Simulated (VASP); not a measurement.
Runs of VASP 6.6.1 on MnS. It takes space group F-43m (No. 216, cubic). The conventional cell has a = 5.600 Å, b = 5.600 Å, c = 5.600 Å, α = 90.00°, β = 90.00°, γ = 90.00°. Within 3.2 Å of Mn (site symmetry -43m) lie 4 S at 2.42 Å. S (site symmetry -43m) has 4 Mn at 2.42 Å within 3.2 Å. 

```tsv
spin	fixed moment (μB)	pressure (GPa)	moment (μB)
collinear, zero start	0.0	-25.6	0.00
collinear, ferromagnetic start	4.8	-4.3	4.80
collinear, ferromagnetic start	1.2	-23.6	1.20
collinear, ferromagnetic start	2.4	(b)	2.40
collinear, ferromagnetic start	3.6	(a)	3.60
```

Alike in all rows: task single point; level PBEsol+D4; potentials or basis VASP PAW PBE potentials, release 64 (Mn_pv, S); cell as given; k mesh 6 × 6 × 6; cutoff (eV) 520; smearing methfessel-paxton 0.15 eV.

Question: Estimate the missing entries.

Answer: (a) -13.4; (b) -19.4.

Caveats: the cell stands under tension; the PAW data sets were made with another functional, which shifts forces and pressure a little; the total moment is fixed, so each spin has its own Fermi level; a cell with one magnetic atom can't hold antiferromagnetic order, which such compounds often take (at least some runs).
